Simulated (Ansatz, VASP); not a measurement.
**One calculation of Pd, two programs**

The input POSCAR:

```
Pd
1.0
    2.8211160836      0.0000000000      0.0000000000
   -1.4105580418      2.4431581954      0.0000000000
    0.0000000000      0.0000000000      9.2146489525
Pd
4
Direct
    0.0000000000      0.0000000000      0.0000000000
    0.0000000000      0.0000000000      0.5000000000
    0.3333333333      0.6666666667      0.2500000000
    0.6666666667      0.3333333333      0.7500000000
```

File INCAR.step1:

```
SYSTEM = Pd
  PREC = Accurate
  ENCUT = 600
  ISMEAR = 0
  SIGMA = 0.1
  LREAL = .False.
  LASPH = .True.
  NELM = 100
  GGA = PE
  ALGO = Normal
  EDIFF = 1E-4
  LWAVE = .True.
  LCHARG = .False.
```

INCAR.step2

```
SYSTEM = Pd
  PREC = Accurate
  ENCUT = 600
  EDIFF = 1E-6
  ISMEAR = 0
  SIGMA = 0.1
  LREAL = .False.
  LASPH = .True.
  NELM = 100
  ALGO = Normal
  ISIF = 3
  LWAVE = .False.
  LCHARG = .False.
  METAGGA = R2SCAN
  LMIXTAU = .True.
  IBRION = 2
  NSW = 80
  EDIFFG = -0.05
  ISTART = 1
```

KPOINTS

```
regular mesh
0
Gamma
  12 12 2
  0 0 0
```

Input for Ansatz:

```yaml
crystal:
  lattice:
    - [2.8211160836, 0.0, 0.0]
    - [-1.4105580418, 2.4431581954, 0.0]
    - [0.0, 0.0, 9.2146489525]
  atoms:
    - { symbol: Pd, position: [0.0, 0.0, 0.0] }
    - { symbol: Pd, position: [0.0, 0.0, 0.5] }
    - { symbol: Pd, position: [0.3333333333, 0.6666666667, 0.25] }
    - { symbol: Pd, position: [0.6666666667, 0.3333333333, 0.75] }
basis:
  ecutwfc: 500
kpoints:
  mp_grid: { grid: [12, 12, 2] }
hamiltonian:
  xc: r2scan
scf:
  occupations: { method: gaussian, width: 0.1 }
output:
  forces: true
  stress: true
  eigenvalues: true
relax:
  adjacent_minimum: "off"
  f_tol: 0.05
  max_steps: 60
  cell: { stress_tol: 0.5 }
```

Alike in both runs: task relaxation of cell and atoms; functional r2SCAN; k mesh 12 × 12 × 2; occupations gaussian, width 0.1 eV; no spin polarisation.

|  | VASP | Ansatz |
| --- | --- | --- |
| version | VASP 6.6.1 | Ansatz 0.2.0 |
| potentials or method | VASP PAW PBE potentials, release 64 (Pd), cutoff 600 eV | scalar-relativistic, plane waves, PAW |
| valence electrons in the cell | 40 | 72 |

```csv
,VASP,Ansatz,Ansatz less VASP
"gap on the k mesh at the Fermi level, each at its own relaxed structure (eV)",none,none,-
relaxed volume (Å³/atom),15.01,14.93,-0.086
relaxed length of the cell vector where the two differ most in proportion (Å),2.767,2.757,-0.0095
```

VASP's potentials were made for PBE, not for r2SCAN. A gap of «none» marks a metal or a gap that the smearing closes. VASP's potentials hold 40 valence electrons a cell and Ansatz's 72, so a difference there can come from the potentials and not from the codes.

Noted on VASP's run: too few bands were computed for a metal, which touches its energy and stress.
